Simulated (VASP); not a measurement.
# B13P10 in VASP: a series of runs

B13P10 is run at these levels: PBE; tasks: single point.

All numbers are computed with VASP 6.6.1; they aren't measurements. Logs are shortened: lines on timing, memory, paths and dates and some standing lists are left out, and cuts for length are marked.

### Step 1. The cell of the first run

The cell holds a disordered packing, 23 atoms: a = 6.569 Å, b = 6.742 Å, c = 7.050 Å, α = 87.76°, β = 92.86°, γ = 88.53°.

### Step 2. Single point, PBE

File INCAR:

```
SYSTEM = B13P10
  PREC = Accurate
  ENCUT = 420
  EDIFF = 1E-6
  ISMEAR = -1
  SIGMA = 0.3447
  LREAL = Auto
  LASPH = .True.
  NELM = 120
  ALGO = Normal
  ISIF = 2
  LWAVE = .False.
  LCHARG = .False.
  GGA = PE
  ISYM = -1
  NBANDS = 62
  GGA_COMPAT = .False.
```

File KPOINTS:

```
explicit points
1
Reciprocal
  0.25000000   0.25000000   0.25000000 1
```

File POSCAR:

```
B13P10
1.0
    6.5660210000      0.0873340000     -0.1704000000
    0.0873340000      6.7396190000      0.1358200000
   -0.1704000000      0.1358200000      7.0462260000
P B
10 13
Direct
    0.8086022291      0.8497578580      0.4468953604
    0.1415872892      0.7853149410      0.1246585050
    0.0235032770      0.8221372311      0.6767461446
    0.8006864770      0.9872383947      0.9199102125
    0.6300273209      0.1566660618      0.3901754316
    0.4623651991      0.5307084748      0.6214466020
    0.2637760319      1.1412819222      0.1653737086
    0.6098296665      0.7448016219      0.1818949632
    0.8815253676      0.5347727096      0.3295652301
    0.8481909631      0.3378118753      0.0627062106
    0.5557275128      1.0554563941      0.7273459410
    0.6570503714      0.2435453430     -0.2325626435
    0.3914434679      0.4226390127      0.8953449884
    0.3360660176      0.6012153581      1.2125943135
    0.1561616769      0.1743343231      0.5945432153
    1.0153440627      0.5611285063      0.8204579522
    0.2768083781      0.9789609116      0.4557992714
    0.4808945063      0.4278048055      0.1142038270
    0.4764498169      0.8754932123      0.5892360763
    0.3900499004      0.2231420479      0.7835664581
    0.5181220735      1.0673513224      0.0738114765
    0.8244872294      0.4588311382      0.8024825174
    0.9583711344      0.3127493192      0.5915061238
```

Potentials or basis: VASP PAW PBE potentials, release 64 (P, B).

The run is started by

```bash
$ cat potpaw_PBE.64/P/POTCAR potpaw_PBE.64/B/POTCAR > POTCAR
$ mpirun -np 1 vasp_std > vasp.out
```

OUTCAR:

```text
SYSTEM = B13P10
   PREC = Accurate
   ENCUT = 420
   EDIFF = 1E-6
   ISMEAR = -1
   LREAL = Auto
   LASPH = .True.
   NELM = 120
   ISIF = 2
   GGA = PE
   ISYM = -1

 ion  position               nearest neighbor table
   1  0.809  0.850  0.447-   3 2.09   9 2.36   5 2.36   8 2.37  19 2.45
   2  0.142  0.785  0.125-  14 1.83   7 2.57   9 2.84   4 2.88
   3  0.024  0.822  0.677-  16 2.00   1 2.09  17 2.56   4 2.58
   4  0.801  0.987  0.920-  11 2.08  12 2.17  21 2.26   3 2.58  10 2.62   8 2.78   2 2.88
   5  0.630  0.157  0.390-   1 2.36  21 2.42  11 2.52   7 2.82
   6  0.462  0.531  0.621-  13 2.12  19 2.33  20 2.40  12 2.46
   7  0.264  0.141  0.165-  21 1.88  17 2.28  18 2.46   2 2.57   5 2.82
   8  0.610  0.745  0.182-  14 2.08  21 2.33   1 2.37  18 2.38   9 2.42   4 2.78
   9  0.882  0.535  0.330-  10 2.35   1 2.36  23 2.36   8 2.42   2 2.84
  10  0.848  0.338  0.063-  22 1.98   9 2.35  12 2.49  18 2.52  16 2.54   4 2.62
  11  0.556  0.055  0.727-  12 1.48  20 1.62  19 1.66   4 2.08   5 2.52
  12  0.657  0.244  0.767-  11 1.48  20 1.77  22 1.86   4 2.17   6 2.46  10 2.49
  13  0.391  0.423  0.895-  20 1.59  18 1.63   6 2.12
  14  0.336  0.601  0.213-  18 1.68   2 1.83   8 2.08
  15  0.156  0.174  0.595-  23 1.58  17 1.86  20 2.02
  16  0.015  0.561  0.820-  22 1.45   3 2.00  10 2.54
  17  0.277  0.979  0.456-  19 1.69  15 1.86   7 2.28   3 2.56
  18  0.481  0.428  0.114-  13 1.63  14 1.68   8 2.38   7 2.46  10 2.52
  19  0.476  0.875  0.589-  11 1.66  17 1.69   6 2.33   1 2.45
  20  0.390  0.223  0.784-  13 1.59  11 1.62  12 1.77  15 2.02   6 2.40
  21  0.518  0.067  0.074-   7 1.88   4 2.26   8 2.33   5 2.42
  22  0.824  0.459  0.802-  16 1.45  12 1.86  10 1.98  23 2.04
  23  0.958  0.313  0.592-  15 1.58  22 2.04   9 2.36

IMPORTANT INFORMATION: All symmetrisations will be switched off!
NOSYMM: (Re-)initialisation of all symmetry stuff for point group C_1.

----------------------------------------------------------------------------------------

                                     Primitive cell

  volume of cell :     311.4384

  direct lattice vectors                    reciprocal lattice vectors
     6.566021000  0.087334000 -0.170400000     0.152423194 -0.002050225  0.003725594
     0.087334000  6.739619000  0.135820000    -0.002050225  0.148461577 -0.002911262
    -0.170400000  0.135820000  7.046226000     0.003725594 -0.002911262  0.142066157

  length of vectors
     6.568812310  6.741553127  7.049594604     0.152482503  0.148504271  0.142144815

  position of ions in fractional coordinates (direct lattice)
     0.808602229  0.849757858  0.446895360
     0.141587289  0.785314941  0.124658505
     0.023503277  0.822137231  0.676746145
     0.800686477  0.987238395  0.919910212
     0.630027321  0.156666062  0.390175432
     0.462365199  0.530708475  0.621446602
[... 15 lines left out ...]
     0.824487229  0.458831138  0.802482517
[... 68 lines left out ...]
   NELECT =      89.0000    total number of electrons
   NUPDOWN=      -1.0000    fix difference up-down
   EMIN   =  10.00;   EMAX   =-10.00  energy-range for DOS
   EFERMI =   0.00;   METHOD = LEGACY
   ISMEAR =    -1;   SIGMA  =   0.34  broadening in eV -4-tet -1-fermi 0-gaus
   EFERMI_NEDOS =   21; number of points for ismear=-14 and -15
   IALGO  =     38    algorithm
   IMIX   =      4    mixing-type and parameters
     AMIX     =   0.40;   BMIX     =  1.00
     AMIX_MAG =   1.60;   BMIX_MAG =  1.00
  volume/ion in A,a.u.               =      13.54        91.38
  Fermi-wavevector in a.u.,A,eV,Ry     =   1.078320  2.037728 15.820486  1.162773
  Thomas-Fermi vector in A             =   2.214255
   LORBIT       =      0    0 simple, 1 ext, 2 COOP (PROOUT), +10 PAW based schemes
   GGA     = PE    functional components
   LHFCALC =     F    Hartree Fock is set to
   AEXX    =    0.0000 exact exchange contribution
   IVDW    =     0    specifies the selected vdW correction
   LEPSILON=     F    determine dielectric tensor
   LRPA    =     F    only Hartree local field effects (RPA)
 non-spin polarized calculation
  energy-cutoff  :      420.00
  volume of cell :      311.44
 maximum number of plane-waves:      6086
 NGX is ok and might be reduce to    48
   NGX = 21   NGY = 23   NGZ = 23

 number of electron      88.9999999 magnetization

 Free energy of the ion-electron system (eV)
  ---------------------------------------------------
  ext. energy  EPLUGINS =         0.00000000
  ---------------------------------------------------
  free energy    TOTEN  =      -119.72999532 eV

  energy without entropy =     -116.31592487  energy(sigma->0) =     -118.02296010

 E-fermi :   5.2914     XC(G=0): -10.2166

 val. band max:        5.1341033779   @ k =   0.2500   0.2500   0.2500
 cond. band min:       5.2979171064   @ k =   0.2500   0.2500   0.2500
 fundamental gap:      0.1638137285
 Fermi energy:         5.2914358553

 k-point     1 :       0.2500    0.2500    0.2500
  band No.  band energies     occupation
      1      -9.2334      2.00000
      2      -8.6268      2.00000
      3      -7.6022      2.00000
      4      -7.0901      2.00000
      5      -6.7557      2.00000
      6      -6.2819      2.00000
[... 48 lines left out ...]
     55       7.6003      0.00246
     56       7.9167      0.00098
 [bands above 56 left out]

------------------------ aborting loop because EDIFF is reached ----------------------------------------

  FORCE on cell =-STRESS in cart. coord.  units (eV):
  Direction    XX          YY          ZZ          XY          YZ          ZX
  --------------------------------------------------------------------------------------
  -------------------------------------------------------------------------------------
  Total       -2.5403681     -8.5864148    -11.9351725      5.5888330      6.1743007      5.3876065
  in kB      -13.0687819    -44.1723317    -61.3998291     28.7514397     31.7633457     27.7162412
  external PRESSURE =     -39.5469809 kB  Pullay stress =       0.0000000 kB

 VOLUME and BASIS-vectors are now :
 -----------------------------------------------------------------------------
  energy-cutoff  :      420.00
  volume of cell :      311.44
      direct lattice vectors                 reciprocal lattice vectors
     6.566021000  0.087334000 -0.170400000     0.152423194 -0.002050225  0.003725594
     0.087334000  6.739619000  0.135820000    -0.002050225  0.148461577 -0.002911262
    -0.170400000  0.135820000  7.046226000     0.003725594 -0.002911262  0.142066157

 POSITION                                       TOTAL-FORCE (eV/Angst)
 -----------------------------------------------------------------------------------
      5.30736      5.85836      3.12655        -1.595662     -0.094259     -0.518931
      0.97701      5.32202      0.96091        -1.052562      0.063993      0.790482
      0.11081      5.63486      4.87616         1.259811      0.361487      1.216430
      5.18679      6.84848      6.47955        -1.167891      0.694525      0.559784
      4.08397      1.16389      2.66319         0.311635      0.121059     -0.049847
      2.97635      3.70156      4.37215         0.145625      0.796222      1.138027
[... 15 lines left out ...]
      5.31693      3.27335      5.57630        -4.764809     -4.664098     -1.783621
      6.21921      2.27185      4.04706        -1.823266      2.229606      0.655360
 -----------------------------------------------------------------------------------
    total drift:                               -0.001476     -0.003046      0.000778

  FREE ENERGIE OF THE ION-ELECTRON SYSTEM (eV)
  ---------------------------------------------------
  free  energy   TOTEN  =      -119.7299953240 eV

  energy  without entropy=     -116.3159248685  energy(sigma->0) =     -118.02296010
```

OSZICAR:

```text
N       E                     dE             d eps       ncg     rms          rms(c)
DAV:   1     0.236340180226E+03    0.23634E+03   -0.33339E+04   124   0.105E+03
DAV:   2    -0.106476964904E+03   -0.34282E+03   -0.32549E+03   152   0.192E+02
DAV:   3    -0.131270228326E+03   -0.24793E+02   -0.23899E+02   152   0.484E+01
DAV:   4    -0.132193658932E+03   -0.92343E+00   -0.91383E+00   160   0.928E+00
DAV:   5    -0.132227596389E+03   -0.33937E-01   -0.33880E-01   160   0.167E+00    0.210E+01
DAV:   6    -0.119943690895E+03    0.12284E+02   -0.46349E+01   176   0.263E+01    0.126E+01
DAV:   7    -0.119845823891E+03    0.97867E-01   -0.15227E+01   152   0.118E+01    0.680E+00
DAV:   8    -0.119739553036E+03    0.10627E+00   -0.13247E+00   152   0.387E+00    0.288E+00
DAV:   9    -0.119729673789E+03    0.98792E-02   -0.19670E-01   152   0.150E+00    0.994E-01
DAV:  10    -0.119729518483E+03    0.15531E-03   -0.26101E-02   152   0.564E-01    0.373E-01
DAV:  11    -0.119729777100E+03   -0.25862E-03   -0.50052E-03   152   0.236E-01    0.191E-01
DAV:  12    -0.119729916252E+03   -0.13915E-03   -0.10209E-03   144   0.113E-01    0.798E-02
DAV:  13    -0.119729974680E+03   -0.58428E-04   -0.18368E-04   152   0.470E-02    0.372E-02
DAV:  14    -0.119729991057E+03   -0.16378E-04   -0.33361E-05   144   0.207E-02    0.108E-02
DAV:  15    -0.119729994738E+03   -0.36804E-05   -0.67693E-06   144   0.905E-03    0.436E-03
DAV:  16    -0.119729995324E+03   -0.58635E-06   -0.77309E-07    80   0.322E-03
   1 F= -.11973000E+03 E0= -.11802296E+03  d E =-.341407E+01
```

Wall time 35 s (1 thread of Intel Xeon Platinum 8375C at 2.90GHz (Ice Lake), shared host); peak memory 0.29 GiB.

Results:

```
Free energy            : -119.7300 eV
Pressure               : -4.0 GPa
Largest force          : 6.902 eV/Å
Band gap on the k mesh : zero (an odd number of electrons rules out a gap without spin polarisation)
```

Forces in eV/Å, atoms in the order of the input:
```
P   -1.596 -0.094 -0.519
P   -1.053  0.064  0.790
P    1.260  0.361  1.216
P   -1.168  0.695  0.560
P    0.312  0.121 -0.050
P    0.146  0.796  1.138
P   -0.408 -1.089  0.662
P   -0.775 -0.361 -0.538
P    0.777 -0.434  0.491
P   -0.910 -0.784  0.010
B   -0.969 -5.111 -0.316
B    3.499  5.590  0.199
B   -0.409  1.572 -1.363
B    2.041 -0.240  0.033
B    2.431 -1.752  0.019
B    4.153  3.038 -0.448
B   -0.383  1.887  0.299
B    0.028  0.066  0.867
B    0.792 -0.928 -0.675
B   -2.385 -0.535 -1.338
B    1.206 -0.428  0.091
B   -4.765 -4.664 -1.784
B   -1.823  2.230  0.655
```

Caveat: the atoms stand as in a frame of molecular dynamics; so wide a smearing shifts energies and pressures.

### Step 3. Single point, PBE

File INCAR:

```
SYSTEM = B13P10
PREC = Accurate
ENCUT = 420
EDIFF = 1E-6
ISMEAR = -1
SIGMA = 0.3447
LREAL = Auto
LASPH = .True.
NELM = 120
ALGO = Normal
ISIF = 2
LWAVE = .False.
LCHARG = .False.
GGA = PE
NBANDS = 62
ISYM = -1
GGA_COMPAT = .False.
```

KPOINTS is that of step 2.

File POSCAR:

```
B13P10
1.0
    6.5660210000      0.0873340000     -0.1704000000
    0.0873340000      6.7396190000      0.1358200000
   -0.1704000000      0.1358200000      7.0462260000
P B
10 13
Direct
    0.7495894198      0.7266578341      0.4236667076
    0.0005273646      0.9006396956      0.2959692152
    0.0462824771      0.8606756243      0.6327873348
    0.6835733904      0.9704551648      0.8608800917
    0.5788075994      0.1953180603      0.2962016427
    0.4261166214      0.6552700502      0.5563617310
    0.3040639310      1.2680450491      0.1030140979
    0.4113421815      0.7484690021      0.1480410432
    1.0044090300      0.4929192546      0.3782945659
    0.8441085232      0.2834797820     -0.0594617788
    0.5882931469      1.2011441610      0.7658150267
    0.6528955495      0.3727339392     -0.4845878236
    0.2614179490      0.5462914762      0.7142756009
    0.2218343567      0.6668175705      1.3247235345
    0.1480173253      0.2244694470      0.5228795829
    1.0477179169      0.6039363510      0.5906397975
    0.3585688697      1.0974494874      0.5935527112
    0.2964393858      0.5019825717     -0.0539649170
    0.5878538926      0.8804597689      0.5893607809
    0.4681303192      0.3408292078      0.8805720940
    0.5107870560      1.0261596585      0.0366793670
    1.0709342530      0.4325920979      0.8126572349
    0.8767067091      0.2677981177      0.5936416860
```

Potentials or basis: VASP PAW PBE potentials, release 64 (P, B).

The run is started by

```bash
$ cat potpaw_PBE.64/P/POTCAR potpaw_PBE.64/B/POTCAR > POTCAR
$ mpirun -np 1 vasp_std > vasp.out
```

It took 38 s on 1 thread of Intel Xeon Platinum 8375C at 2.90GHz (Ice Lake), shared host; peak memory 0.29 GiB.

It converged, with:

- Free energy: -120.6947 eV
- Pressure: 4.5 GPa
- Largest force: 6.092 eV/Å
- Band gap on the k mesh: zero (an odd number of electrons rules out a gap without spin polarisation)

Forces in eV/Å, atoms in the order of the input:
```
P   -0.254  1.108 -1.075
P    0.642  0.706  0.859
P   -0.071  3.534 -0.021
P    3.655 -4.032 -1.206
P   -0.533  0.501  0.337
P    0.955 -1.400 -1.654
P   -0.138 -1.583  0.864
P    0.760 -0.676 -1.685
P    0.580 -4.104 -4.465
P    1.607  0.954 -0.161
B    0.530  1.681 -4.459
B   -0.738 -0.505 -0.150
B    0.181 -1.620  3.113
B    0.526  2.020 -0.303
B   -2.215  0.358  0.832
B   -1.190 -1.606  4.425
B    1.932 -0.181 -0.968
B    0.303  1.452  0.766
B   -1.826  1.130  0.950
B   -1.375  1.491  1.176
B   -3.330 -0.023  3.093
B   -1.611 -0.001 -0.505
B    1.608  0.796  0.238
```

Stress tensor (GPa, compression positive):
```
 1.63  0.76 -3.53
 0.76  4.16 -1.45
-3.53 -1.45  7.70
```

Levels at points of the mesh, in eV from the Fermi level:
```csv
k point,band 43,band 44,band 45,band 46,band 47,band 48
"(0.25, 0.25, 0.25)",-0.50,-0.29,-0.02,0.23,0.51,0.67
```

Caveat: the atoms stand as in a frame of molecular dynamics; so wide a smearing shifts energies and pressures.
